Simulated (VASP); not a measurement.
A run of VASP 6.6.1:

Contents of INCAR:

```
ALGO = Normal
EDIFF = 1E-8
ENCUT = 520
ISIF = 2
ISMEAR = -1
LASPH = T
LCHARG = F
LEFG = T
LREAL = F
LWAVE = F
NBANDS = 14
NELM = 80
PREC = Accurate
SIGMA = 0.05
```

KPOINTS

```
k-points
0
Gamma
  13 13 13
```

File POSCAR:

```
MgAu
1.0
    3.2805834105      0.0000000000      0.0000000000
    0.0000000000      3.2805834105      0.0000000000
    0.0000000000      0.0000000000      3.2805834105
Mg Au
1 1
Direct
    0.5000000000      0.5000000000      0.5000000000
    0.0000000000      0.0000000000      0.0000000000
```

Potentials or basis: VASP PAW LDA potentials, release 64 (Mg, Au).

Command:

```bash
$ cat potpaw_LDA.64/Mg/POTCAR potpaw_LDA.64/Au/POTCAR > POTCAR
$ mpirun -np 1 vasp_std > vasp.out
```

Hardware: 1 thread of Intel(R) Xeon(R) Platinum 8375C CPU @ 2.90GHz (Ice Lake) (shared host).

Q: How long does it take, and how much memory?

A: It took 20 s on 1 thread of Intel(R) Xeon(R) Platinum 8375C CPU @ 2.90GHz (Ice Lake), on a shared host, peak memory 0.16 GiB. Counts: scf iterations 13, k points 84.
